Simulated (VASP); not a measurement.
Set up this calculation in VASP 6.6.1, as the native input.

```
Task                   : single point
Functional             : PBE
Potentials or basis    : VASP PAW PBE potentials, release 64 (K_sv, Ta_pv, O)
Cutoff                 : 520 eV
k mesh                 : 8 × 8 × 8
Occupations            : gaussian, width 0.02 eV
Spin                   : no spin polarisation
Dipole correction      : no
Further INCAR settings : ALGO = Normal; EDIFF = 1e-07; NBANDS = 27
```

The structure of KTaO3 lies in POSCAR:

```
KTaO3
1.0
    4.0642286185      0.0000000000      0.0000000000
    0.0000000000      4.0642286185      0.0000000000
    0.0000000000      0.0000000000      4.0642286185
K Ta O
1 1 3
Direct
    0.5000000000      0.5000000000      0.5000000000
    0.0000000000      0.0000000000      0.0000000000
    0.5000000000      0.0000000000      0.0000000000
    0.0000000000      0.5000000000      0.0000000000
    0.0000000000      0.0000000000      0.5000000000
```

This cell differs from its parent crystal: volume scaled by 1.03.

One way to write it, as run:

INCAR

```
ALGO = Normal
EDIFF = 1E-7
ENCUT = 520
GGA = PE
ISIF = 2
ISMEAR = 0
LASPH = True
LCHARG = False
LREAL = False
LWAVE = False
NBANDS = 27
NELM = 80
PREC = Accurate
SIGMA = 0.02
```

KPOINTS

```
k-points
0
Gamma
  8 8 8
```

Potentials or basis: VASP PAW PBE potentials, release 64 (K_sv, Ta_pv, O).

Run with:

```sh
$ cat potpaw_PBE.64/K_sv/POTCAR potpaw_PBE.64/Ta_pv/POTCAR potpaw_PBE.64/O/POTCAR > POTCAR
$ mpirun -np 1 vasp_std > vasp.out
```

It gave:

| Quantity | Value |
| --- | --- |
| Pressure | -4.7 GPa |
| Band gap on the k mesh | 2.05 eV, indirect (least direct gap 2.69 eV) |

Caveat: spin-orbit coupling is left out, which moves the levels of the heavy elements.

Wall time 79 s on 1 thread of Intel(R) Xeon(R) Platinum 8488C (Sapphire Rapids), with other jobs on the host, peak memory 0.2 GiB.
